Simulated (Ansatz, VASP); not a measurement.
**One calculation of ZnH5, two programs**

```
Zn H
1.0
     4.38553    0.00000    0.00000
    -2.19276    3.79798    0.00000
     0.00000    0.00000    6.50821
Zn H
1 5
Direct
  0.00000 0.00000 0.00000
  0.00000 0.00000 0.55775
  0.00000 0.00000 0.44225
  0.21669 0.78331 0.00000
  0.21669 0.43338 0.00000
  0.56662 0.78331 0.00000
```

Alike in both runs: functional PBE; k mesh 12 × 12 × 8; occupations gaussian, width 0.1 eV; no spin polarisation.

Ansatz relaxed the structure, and its values are those at the end. VASP's run is a single point on that final structure, the one shown.

```csv
,VASP,Ansatz
version,VASP 6.6.1,Ansatz 0.2.0
potentials or method,"VASP PAW PBE potentials, release 64 (Zn, H), cutoff 520 eV","scalar-relativistic, plane waves, PAW"
valence electrons in the cell,17,17
```

```tsv
	VASP	Ansatz	Ansatz less VASP
gap on the k mesh at the Fermi level (eV)	none	none	-
pressure (GPa)	0.0	0.0	+0.04
rms of the force components (eV/Å)	0.012	0.000	-0.0115
```

A gap of «none» marks a metal or a gap that the smearing closes.
